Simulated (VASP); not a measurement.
A run of VASP 6.6.1 is set up as follows.

Contents of INCAR:

```
SYSTEM = TmP2
ALGO = Normal
EDIFF = 1E-7
EDIFFG = -0.04
ENCUT = 500
GGA = PE
GGA_COMPAT = .False.
IBRION = 2
ISIF = 3
ISMEAR = 0
LASPH = .True.
LCHARG = .False.
LMAXMIX = 6
LREAL = .False.
LWAVE = .False.
NELM = 200
NELMIN = 4
NSW = 90
PREC = Accurate
SIGMA = 0.1
```

KPOINTS

```
k-points
0
Gamma
  4 4 4
  0 0 0
```

The input POSCAR:

```
TmP2
1.0
    0.0000000000      4.0508954300      4.0508954300
    4.0508954300      0.0000000000      4.0508954300
    4.0508954300      4.0508954300      0.0000000000
Tm P
2 4
Direct
    0.5000000000      0.5000000000      0.5000000000
    0.7500000000      0.7500000000      0.7500000000
    0.6250000000      0.1250000000      0.1250000000
    0.1250000000      0.1250000000      0.1250000000
    0.1250000000      0.1250000000      0.6250000000
    0.1250000000      0.6250000000      0.1250000000
```

Potentials or basis: VASP PAW PBE potentials, release 64 (Tm_3, P), 4f in core.

Command:

```bash
$ cat potpaw_PBE.64/Tm_3/POTCAR potpaw_PBE.64/P/POTCAR > POTCAR
$ mpirun -np 1 vasp_std > vasp.out
```

Problem. Estimate the space group after relaxing (to 0.1 Å).

Solution. Fd-3m (No. 227).

Problem. Predict the relaxed cell.

Solution. a = 5.322 Å, b = 5.322 Å, c = 5.322 Å, α = 60.00°, β = 60.00°, γ = 60.00°.

Problem. Predict the band gap on the k mesh.

Solution. Zero (bands 19 and 20 overlap by 3.02 eV).

Final structure:
```
CELL_PARAMETERS angstrom
0.00000 3.76291 3.76291
3.76291 0.00000 3.76291
3.76291 3.76291 0.00000
ATOMIC_POSITIONS crystal
Tm 0.50000 0.50000 0.50000
Tm 0.75000 0.75000 0.75000
P 0.62500 0.12500 0.12500
P 0.12500 0.12500 0.12500
P 0.12500 0.12500 0.62500
P 0.12500 0.62500 0.12500
```

Caveat: spin-orbit coupling is left out, which moves the levels of the heavy elements; the 4f electrons are frozen in the core, so they carry no moment and show no levels. Spin polarisation is off, so any magnetic state and its effect on volume and gap are missing.
